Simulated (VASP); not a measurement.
BeTe, 2 atoms in the cell. The structure is tetragonal, space group I-4m2 (No. 119). The conventional cell has a = 4.000 Å, b = 4.000 Å, c = 5.868 Å, α = 90.00°, β = 90.00°, γ = 90.00°. Within 3.3 Å of Be (site symmetry -4m2) lie 4 Te at 2.48 Å. Te (site symmetry -4m2) has 4 Be at 2.48 Å within 3.3 Å.  This cell differs from its parent crystal: uniaxial y strain +3.7%.

* Program: VASP 6.6.1
* Task: single point
* Functional: HSE06
* Potentials or basis: VASP PAW PBE potentials, release 64 (Be, Te)
* Cutoff: 520 eV
* k mesh: 6 × 6 × 6
* Occupations: gaussian, width 0.01 eV
* Spin: no spin polarisation
* Dipole correction: no
* Grid for exact exchange (PRECFOCK): Normal
* Further INCAR settings: ALGO = Normal; EDIFF = 1e-06; NBANDS = 11
* Share of exact exchange: 0.25
* Screening parameter: 0.2079 1/Å

Potentials or basis: VASP PAW PBE potentials, release 64 (Be, Te).

The run is started by

```sh
$ cat potpaw_PBE.64/Be/POTCAR potpaw_PBE.64/Te/POTCAR > POTCAR
$ cp INCAR.step1 INCAR
$ mpirun -np 1 vasp_std > vasp.out
$ cp INCAR.step2 INCAR
$ mpirun -np 1 vasp_std > vasp.out
```

Hardware: 1 thread of Intel Xeon 8259CL, with other jobs on the host.

**Question.** Estimate the wall time of this run.

**Answer.** Wall time 38 min on 1 thread of Intel Xeon 8259CL (shared host), peak memory 0.31 GiB. Counts: k points 30.
